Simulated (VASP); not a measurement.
KC18: single point with PBE

KC18, a slab with vacuum:

```xyz
19
Lattice="7.3980 0.0000 0.0000 -3.6990 6.4069 0.0000 0.0000 0.0000 12.0000" Properties=species:S:1:pos:R:3 pbc="T T T"
C    -0.0186   -0.0168    1.0352
C     1.2139    0.6941    1.0269
C    -1.2498    2.1178    1.0232
C    -0.0194    2.8321    1.0229
C    -2.4831    4.2559    1.0232
C    -1.2506    4.9657    1.0352
C     2.4478   -0.0183    1.0269
C     3.6825    0.6937    0.9940
C     1.2131    2.1194    0.9941
C     2.4467    2.8330    0.9318
C    -0.0185    4.2550    1.0234
C     1.2136    4.9668    1.0232
C     4.9160   -0.0173    1.0229
C     6.1478    0.6949    1.0234
C     3.6838    2.1188    0.9317
C     4.9163    2.8315    0.9958
C     2.4476    4.2568    0.9958
C     3.6819    4.9678    1.0232
K     2.9432    2.2628    3.5371
```

- Program: VASP 6.6.1
- Task: single point
- Functional: PBE
- Potentials or basis: VASP PAW PBE potentials, release 64 (C, K_sv)
- Cutoff: 520 eV
- k mesh: 2 × 2 × 1
- Occupations: gaussian, width 0.05 eV
- Spin: collinear spin, zero start
- Starting moments: [0.0, 0.0, 0.0, 0.0, 0.0, 0.0, 0.0, 0.0, 0.0, 0.0, 0.0, 0.0, 0.0, 0.0, 0.0, 0.0, 0.0, 0.0, 0.0] μB

```json
{
  "Largest force": "0.083 eV/Å",
  "Net moment": "0.00 μB per cell",
  "Valence electrons inside the program's atomic spheres": "C 2.66, 2.65 (each value once); K 7.56"
}
```

Forces in eV/Å, atoms in the order of the input:
```
C   -0.001  0.003 -0.002
C   -0.001  0.002 -0.001
C    0.007  0.010  0.004
C   -0.009  0.008  0.001
C    0.007  0.005  0.005
C    0.000 -0.006 -0.002
C    0.002  0.007  0.001
C   -0.003  0.009 -0.001
C    0.010  0.001 -0.009
C   -0.001 -0.001 -0.022
C   -0.004  0.001 -0.001
C    0.003  0.009  0.003
C    0.002  0.000 -0.001
C    0.000  0.001 -0.002
C    0.015  0.000 -0.022
C    0.001  0.002 -0.003
C    0.005 -0.003 -0.004
C   -0.003  0.009  0.003
K   -0.031 -0.057  0.052
```

Levels at points of the mesh, in eV from the Fermi level:
Spin up:
```tsv
k point	band 38	band 39	band 40	band 41	band 42	band 43
(0.00, 0.00, 0.00)	-3.13	-0.32	-0.32	-0.27	-0.25	0.26
(0.50, 0.00, 0.00)	-2.91	-2.90	-2.61	0.84	1.27	1.57
(0.00, 0.50, 0.00)	-2.91	-2.90	-2.61	0.84	1.27	1.57
(0.50, 0.50, 0.00)	-2.96	-2.88	-2.61	0.84	1.29	1.53
```
Spin down:
```csv
k point,band 37,band 38,band 39,band 40,band 41,band 42,band 43,band 44
"(0.00, 0.00, 0.00)",-3.14,-3.13,-0.32,-0.32,-0.27,-0.25,0.26,2.44
"(0.50, 0.00, 0.00)",-2.99,-2.91,-2.90,-2.61,0.84,1.27,1.57,2.07
"(0.00, 0.50, 0.00)",-2.99,-2.91,-2.90,-2.61,0.84,1.27,1.57,2.07
"(0.50, 0.50, 0.00)",-2.97,-2.96,-2.88,-2.61,0.84,1.29,1.53,2.09
```

It took 8.8 min on 1 thread of Intel(R) Xeon(R) Platinum 8375C CPU @ 2.90GHz (Ice Lake), on a shared host, peak memory 0.87 GiB.

Caveat: the k points lie up to 0.49 Å⁻¹ apart; there is no dipole correction, which matters where the two faces differ; no moment was typed at the start, so none could form.
